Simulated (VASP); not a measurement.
# NbSnTe4 (P4/mmm) in VASP: relaxation of cell and atoms with PBE

Aim: the relaxation of cell and atoms of NbSnTe4 with PBE.

All numbers are computed with VASP 6.6.1; they aren't measurements. Logs are shortened: lines on timing, memory, paths and dates and some standing lists are left out, and cuts for length are marked.

### Step 1. The cell of the first run

The structure is tetragonal, space group P4/mmm (No. 123). The conventional cell has a = 5.199 Å, b = 5.199 Å, c = 8.881 Å, α = 90.00°, β = 90.00°, γ = 90.00°. Within 3.4 Å of Nb (site symmetry 4/mmm) lie 6 Te at 2.60 to 2.88 Å. Within 5.2 Å of Sn (site symmetry 4/mmm) lie 16 Te at 3.99 to 5.15 Å and 4 Sn at 5.20 Å. Within 3.4 Å of Te (site symmetry mmm) lie 2 Nb at 2.60 Å. Te (site symmetry 4mm) has 1 Nb at 2.88 Å and 5 Te at 3.11 to 3.88 Å and 4 Sn at 3.99 Å within 4.0 Å.

The cell was built from a structure type or drawn by symmetry, and may not be a known phase.

### Step 2. Relaxation of cell and atoms, PBE

The input, INCAR:

```
SYSTEM = NbSnTe4
PREC     = Accurate       ! precision mode
ENCUT    = 600            ! plane-wave cutoff, eV
EDIFF    = 1E-7           ! SCF threshold, eV
ISMEAR   = 0              ! smearing method
SIGMA    = 0.1            ! smearing width, eV
LREAL    = .FALSE.        ! projectors in reciprocal space
LASPH    = .TRUE.         ! aspherical terms in the spheres
NELM     = 80             ! most SCF steps
ALGO     = Normal         ! electronic algorithm
ISIF     = 3              ! what is computed and relaxed
LWAVE    = .FALSE.        ! write WAVECAR
LCHARG   = .FALSE.        ! write CHGCAR
GGA      = PE             ! functional
IBRION   = 2              ! ionic algorithm
NSW      = 100            ! ionic steps
EDIFFG   = -0.01          ! ionic threshold
```

The input, KPOINTS:

```
regular mesh
0
G
  8 8 4
  0 0 0
```

The input, POSCAR:

```
NbSnTe4
1.0
    5.1994897480      0.0000000000      0.0000000000
    0.0000000000      5.1994897480      0.0000000000
    0.0000000000      0.0000000000      8.8810627243
Nb Sn Te
1 1 4
Direct
    0.0000000000      0.0000000000      0.0000000000
    0.5000000000      0.5000000000      0.5000000000
    0.5000000000      0.0000000000      0.0000000000
    0.0000000000      0.5000000000      0.0000000000
    0.0000000000      0.0000000000      0.3248036063
    0.0000000000      0.0000000000      0.6751963937
```

Potentials or basis: VASP PAW PBE potentials, release 64 (Nb_sv, Sn_d, Te).

On the command line:

```bash
cat potpaw_PBE.64/Nb_sv/POTCAR potpaw_PBE.64/Sn_d/POTCAR potpaw_PBE.64/Te/POTCAR > POTCAR
mpirun -np 1 vasp_std > vasp.out
```

OUTCAR:

```text
SYSTEM = NbSnTe4
   PREC = Accurate
   ENCUT = 600
   EDIFF = 1E-7
   ISMEAR = 0
   LREAL = .FALSE.
   LASPH = .TRUE.
   NELM = 80
   ISIF = 3
   GGA = PE
   IBRION = 2
   NSW = 100
   EDIFFG = -0.01

 ion  position               nearest neighbor table
   1  0.000  0.000  0.000-   3 2.60   4 2.60   4 2.60   3 2.60   5 2.88   6 2.88
   2  0.500  0.500  0.500-
   3  0.500  0.000  0.000-   1 2.60   1 2.60   4 3.68   4 3.68   4 3.68   4 3.68
   4  0.000  0.500  0.000-   1 2.60   1 2.60   3 3.68   3 3.68   3 3.68   3 3.68
   5  0.000  0.000  0.325-   1 2.88   6 3.11
   6  0.000  0.000  0.675-   1 2.88   5 3.11

  LATTYP: Found a simple tetragonal cell.
 ALAT       =     5.1994897480
 C/A-ratio  =     1.7080642822

  Lattice vectors:

 A1 = (   5.1994897480,   0.0000000000,   0.0000000000)
 A2 = (   0.0000000000,   5.1994897480,   0.0000000000)
 A3 = (   0.0000000000,   0.0000000000,   8.8810627243)

Analysis of symmetry for initial positions (statically):
=====================================================================
 Subroutine PRICEL returns:
 Original cell was already a primitive cell.

 Routine SETGRP: Setting up the symmetry group for a
 simple tetragonal supercell.

 Subroutine GETGRP returns: Found 16 space group operations
 (whereof 16 operations were pure point group operations)
 out of a pool of 16 trial point group operations.

The static configuration has the point symmetry D_4h.

Analysis of symmetry for dynamics (positions and initial velocities):
=====================================================================
 Subroutine PRICEL returns:
 Original cell was already a primitive cell.

 Routine SETGRP: Setting up the symmetry group for a
 simple tetragonal supercell.

 Subroutine GETGRP returns: Found 16 space group operations
 (whereof 16 operations were pure point group operations)
 out of a pool of 16 trial point group operations.

The dynamic configuration has the point symmetry D_4h.

 Subroutine INISYM returns: Found 16 space group operations
 (whereof 16 operations are pure point group operations),
 and found     1 'primitive' translations

----------------------------------------------------------------------------------------

                                     Primitive cell

  volume of cell :     240.0968

  direct lattice vectors                    reciprocal lattice vectors
     5.199489748  0.000000000  0.000000000     0.192326564  0.000000000  0.000000000
     0.000000000  5.199489748  0.000000000     0.000000000  0.192326564  0.000000000
     0.000000000  0.000000000  8.881062724     0.000000000  0.000000000  0.112599137

  length of vectors
     5.199489748  5.199489748  8.881062724     0.192326564  0.192326564  0.112599137

  position of ions in fractional coordinates (direct lattice)
     0.000000000  0.000000000  0.000000000
     0.500000000  0.500000000  0.500000000
     0.500000000  0.000000000  0.000000000
     0.000000000  0.500000000  0.000000000
     0.000000000  0.000000000  0.324803606
     0.000000000  0.000000000  0.675196394

  ion indices of the primitive-cell ions
   primitive index   ion index
                 1           1
                 2           2
                 3           3
                 4           4
                 5           5
                 6           6

----------------------------------------------------------------------------------------

 KPOINTS: regular mesh

Automatic generation of k-mesh.
 Grid dimensions read from file:
 generate k-points for:    8    8    4

 Generating k-lattice:

  Cartesian coordinates                     Fractional coordinates (reciprocal lattice)
     0.024040821  0.000000000  0.000000000     0.125000000  0.000000000  0.000000000
     0.000000000  0.024040821  0.000000000     0.000000000  0.125000000  0.000000000
     0.000000000  0.000000000  0.028149784     0.000000000  0.000000000  0.250000000

  Length of vectors
     0.024040821  0.024040821  0.028149784

  Shift w.r.t. Gamma in fractional coordinates (k-lattice)
     0.000000000  0.000000000  0.000000000

 Subroutine IBZKPT returns following result:
 ===========================================

 Found     45 irreducible k-points:

 Following reciprocal coordinates:
            Coordinates               Weight
  0.000000  0.000000  0.000000      1.000000
  0.125000  0.000000  0.000000      4.000000
  0.250000  0.000000  0.000000      4.000000
  0.375000  0.000000  0.000000      4.000000
  0.500000  0.000000  0.000000      2.000000
  0.125000  0.125000  0.000000      4.000000
[... 16 lines left out ...]
  0.375000  0.125000  0.250000     16.000000
  0.500000  0.125000  0.250000      8.000000
 [... further k-points ...]
   k-points           NKPTS =     45   k-points in BZ     NKDIM =     45   number of bands    NBANDS=     30
   number of dos      NEDOS =    301   number of ions     NIONS =      6
   total plane-waves  NPLWV = 127008
   dimension x,y,z NGX =    42 NGY =   42 NGZ =   72
   dimension x,y,z NGXF=    84 NGYF=   84 NGZF=  144
   ions per type =               1   1   4
   NGX,Y,Z   is equivalent  to a cutoff of  13.43, 13.43, 13.48 a.u.
   NGXF,Y,Z  is equivalent  to a cutoff of  26.86, 26.86, 26.96 a.u.
 SYSTEM =  NbSnTe4
   PREC   = accura    normal or accurate (medium, high low for compatibility)
   ISTART =      0    job   : 0-new  1-cont  2-samecut
   ICHARG =      2    charge: 1-file 2-atom 10-const
   ISPIN  =      1    spin polarized calculation?
   LNONCOLLINEAR =      F non collinear calculations
   LSORBIT =      F    spin-orbit coupling
   LASPH  =      T    aspherical Exc in radial PAW
   ENCUT  =  600.0 eV  44.10 Ry    6.64 a.u.  10.38 10.38 17.74*2*pi/ulx,y,z
   NELM   =     80;   NELMIN=  2; NELMDL= -5     # of ELM steps
   EDIFF  = 0.1E-06   stopping-criterion for ELM
   LREAL  =      F    real-space projection
   EDIFFG = -.1E-01   stopping-criterion for IOM
   NSW    =    100    number of steps for IOM
   IBRION =      2    ionic relax: 0-MD 1-quasi-New 2-CG
   NFREE  =      1    steps in history (QN), initial steepest desc. (CG)
   ISIF   =      3    stress and relaxation
   ISYM   =      2    0-nonsym 1-usesym 2-fastsym
   POTIM  = 0.5000    time-step for ionic-motion
   TEBEG  =    0.0;   TEEND  =   0.0 temperature during run
   PSTRESS=    0.0 pullay stress
   NELECT =      51.0000    total number of electrons
   NUPDOWN=      -1.0000    fix difference up-down
   EMIN   =  10.00;   EMAX   =-10.00  energy-range for DOS
   EFERMI =   0.00;   METHOD = LEGACY
   ISMEAR =     0;   SIGMA  =   0.10  broadening in eV -4-tet -1-fermi 0-gaus
   EFERMI_NEDOS =   21; number of points for ismear=-14 and -15
   IALGO  =     38    algorithm
   IMIX   =      4    mixing-type and parameters
     AMIX     =   0.40;   BMIX     =  1.00
     AMIX_MAG =   1.60;   BMIX_MAG =  1.00
  volume/ion in A,a.u.               =      40.02       270.04
  Fermi-wavevector in a.u.,A,eV,Ry     =   0.976793  1.845872 12.981666  0.954126
  Thomas-Fermi vector in A             =   2.107440
   LORBIT       =      0    0 simple, 1 ext, 2 COOP (PROOUT), +10 PAW based schemes
   GGA     = PE    functional components
   LHFCALC =     F    Hartree Fock is set to
   AEXX    =    0.0000 exact exchange contribution
   IVDW    =     0    specifies the selected vdW correction
   LEPSILON=     F    determine dielectric tensor
   LRPA    =     F    only Hartree local field effects (RPA)
 conjugate gradient relaxation of ions
 non-spin polarized calculation
 Gauss-broadening in eV      SIGMA  =   0.10
  energy-cutoff  :      600.00
  volume of cell :      240.10
 maximum number of plane-waves:      8055
 NGX is ok and might be reduce to    42
   NGX = 21   NGY = 21   NGZ = 35

--------------------------------------- Ionic step        1  -------------------------------------------

 number of electron      50.9999989 magnetization

 Free energy of the ion-electron system (eV)
  ---------------------------------------------------
  ext. energy  EPLUGINS =         0.00000000
  ---------------------------------------------------
  free energy    TOTEN  =       -24.72958855 eV

  energy without entropy =      -24.69944479  energy(sigma->0) =      -24.71451667

------------------------ aborting loop because EDIFF is reached ----------------------------------------

  FORCE on cell =-STRESS in cart. coord.  units (eV):
  Direction    XX          YY          ZZ          XY          YZ          ZX
  --------------------------------------------------------------------------------------
  -------------------------------------------------------------------------------------
  Total       -0.0812579     -0.0812579      1.0023311      0.0000000      0.0000000      0.0000000
  in kB       -0.5422375     -0.5422375      6.6886024      0.0000000      0.0000000      0.0000000
  external PRESSURE =       1.8680425 kB  Pullay stress =       0.0000000 kB
[... 225 lines left out ...]
  energy  without entropy=      -24.7145106308  energy(sigma->0) =      -24.72894731

--------------------------------------- Ionic step        7  -------------------------------------------

 number of electron      50.9999992 magnetization

 Free energy of the ion-electron system (eV)
  ---------------------------------------------------
  ext. energy  EPLUGINS =         0.00000000
  ---------------------------------------------------
  free energy    TOTEN  =       -24.74346090 eV

  energy without entropy =      -24.71455029  energy(sigma->0) =      -24.72900560

 E-fermi :   3.7528     XC(G=0):  -8.1775

 val. band max:        3.7350615843   @ k =   0.3750   0.2500   0.2500
 cond. band min:       3.7530310936   @ k =   0.2500   0.0000   0.5000
 fundamental gap:      0.0179695092
 Fermi energy:         3.7527641976

 k-point     1 :       0.0000    0.0000    0.0000
  band No.  band energies     occupation
      1     -51.6244      2.00000
      2     -27.8332      2.00000
      3     -27.8332      2.00000
      4     -27.6138      2.00000
      5     -18.7319      2.00000
      6     -18.7260      2.00000
[... 781 lines left out ...]
     29       4.8265      0.00000
     30       5.0909      0.00000

 [... further k-points ...]
[... 5 lines left out ...]
  --------------------------------------------------------------------------------------
  -------------------------------------------------------------------------------------
  Total       -0.0054950     -0.0054950      0.0169631      0.0000000      0.0000000      0.0000000
  in kB       -0.0362892     -0.0362892      0.1120256      0.0000000      0.0000000      0.0000000
  external PRESSURE =       0.0131491 kB  Pullay stress =       0.0000000 kB
[... 21 lines left out ...]
  FREE ENERGIE OF THE ION-ELECTRON SYSTEM (eV)
  ---------------------------------------------------
  free  energy   TOTEN  =       -24.7434609037 eV

  energy  without entropy=      -24.7145502916  energy(sigma->0) =      -24.72900560

 reached required accuracy - stopping structural energy minimisation
```

Run time: 31 min. Hardware: 1 thread of AMD EPYC 7R43 (Zen 3), shared host; peak memory 0.64 GiB.

What came out:

```
Free energy                           : -24.7435 eV
Relaxed volume                        : 40.43 Å³/atom
Relaxed cell                          : a = 5.198 Å, b = 5.198 Å, c = 8.981 Å, α = 90.00°, β = 90.00°, γ = 90.00°
Space group after relaxing (to 0.1 Å) : P4/mmm (No. 123)
Energy gained by relaxing             : 2.3 meV/atom
Ionic steps                           : 7
Pressure after relaxing               : 0.0 GPa
Largest force after relaxing          : 0.004 eV/Å
Band gap on the k mesh                : zero (an odd number of electrons rules out a gap without spin polarisation)
```

Forces on the atoms (eV/Å):
```
Nb   0.000  0.000  0.000
Sn   0.000  0.000  0.000
Te   0.000  0.000  0.000
Te   0.000  0.000  0.000
Te   0.000  0.000 -0.004
Te   0.000  0.000  0.004
```

Step by step:
```csv
step,energy change (eV),largest force (eV/Å),pressure (GPa),volume (Å³)
1,0.0000,0.2344,0.19,240.10
2,-0.0092,0.1723,0.02,241.72
3,-0.0109,0.1383,-0.09,242.78
4,-0.0133,0.0555,0.02,242.33
5,-0.0137,0.0084,0.08,242.09
6,-0.0138,0.0005,-0.05,242.94
7,-0.0139,0.0036,0.00,242.60
```

Final structure:
```cif
data_structure
_symmetry_space_group_name_H-M 'P 1'
_symmetry_Int_Tables_number 1
_cell_length_a 5.1975
_cell_length_b 5.1975
_cell_length_c 8.9806
_cell_angle_alpha 90.000
_cell_angle_beta 90.000
_cell_angle_gamma 90.000
_cell_volume 242.60
loop_
_atom_site_label
_atom_site_type_symbol
_atom_site_fract_x
_atom_site_fract_y
_atom_site_fract_z
_atom_site_occupancy
Nb1 Nb 0.00000 0.00000 0.00000 1
Sn1 Sn 0.50000 0.50000 0.50000 1
Te1 Te 0.50000 0.00000 0.00000 1
Te2 Te 0.00000 0.50000 0.00000 1
Te3 Te 0.00000 0.00000 0.32070 1
Te4 Te 0.00000 0.00000 0.67930 1
```

Caveat: spin-orbit coupling is left out, which moves the levels of the heavy elements.
